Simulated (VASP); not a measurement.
Set up this calculation in VASP 6.6.1, as the native input.

| Item | Value |
| --- | --- |
| Task | relaxation of cell and atoms |
| Functional | PBE |
| Potentials or basis | VASP PAW PBE potentials, release 64 (I) |
| Cutoff | 600 eV |
| k mesh | 15 × 15 × 8 |
| Occupations | fermi-dirac, width 0.05 eV |
| Spin | no spin polarisation |
| Dipole correction | no |
| Further INCAR settings | ALGO = Normal; EDIFF = 1e-06; IBRION = 2; EDIFFG = -0.005; NSW = 100; ISIF = 3 |

The structure of I lies in POSCAR:

```
I
1.0
    2.7680071283      0.0000000000      0.0000000000
   -1.3840035642      2.3971644910      0.0000000000
    0.0000000000      0.0000000000      4.4841715479
I
2
Direct
    0.3333333333      0.6666666667      0.2500000000
    0.6666666667      0.3333333333      0.7500000000
```

The input as run:

INCAR

```
PREC = Accurate
ENCUT = 600
EDIFF = 1E-6
ISMEAR = -1
SIGMA = 0.05
LREAL = False
LASPH = True
NELM = 80
ALGO = Normal
ISIF = 3
LWAVE = False
LCHARG = False
GGA = PE
IBRION = 2
NSW = 100
EDIFFG = -0.005
```

KPOINTS

```
regular mesh
0
Gamma
  15 15 8
```

Potentials or basis: VASP PAW PBE potentials, release 64 (I).

Run with:

```bash
$ cat potpaw_PBE.64/I/POTCAR > POTCAR
$ mpirun -np 1 vasp_std > vasp.out
```

It gave:

| Property | Result |
| --- | --- |
| Relaxed volume | 42.72 Å³/atom |
| Relaxed cell | a = 3.372 Å, b = 3.372 Å, c = 8.676 Å, α = 90.00°, β = 90.00°, γ = 120.00° |
| Space group after relaxing (to 0.05 Å) | P6_3/mmc (No. 194) |
| Energy gained by relaxing | 5202.4 meV/atom |
| Ionic steps | 28 |
| Pressure after relaxing | 0.0 GPa |
| Band gap on the k mesh | zero (band 7 reaches 4.47 eV, above the bottom of band 8 at 1.50 eV) |

Caveat: the volume moved by over 15 % at a fixed basis, so the end points are rough; spin-orbit coupling is left out, which moves the levels of the heavy elements; this functional lacks dispersion, which binds the layers, so the pressure and a relaxed spacing across them are unreliable.

Wall time 4.6 min on 1 thread of Intel(R) Xeon(R) 6975P-C (Granite Rapids) (shared host), peak memory 0.2 GiB.
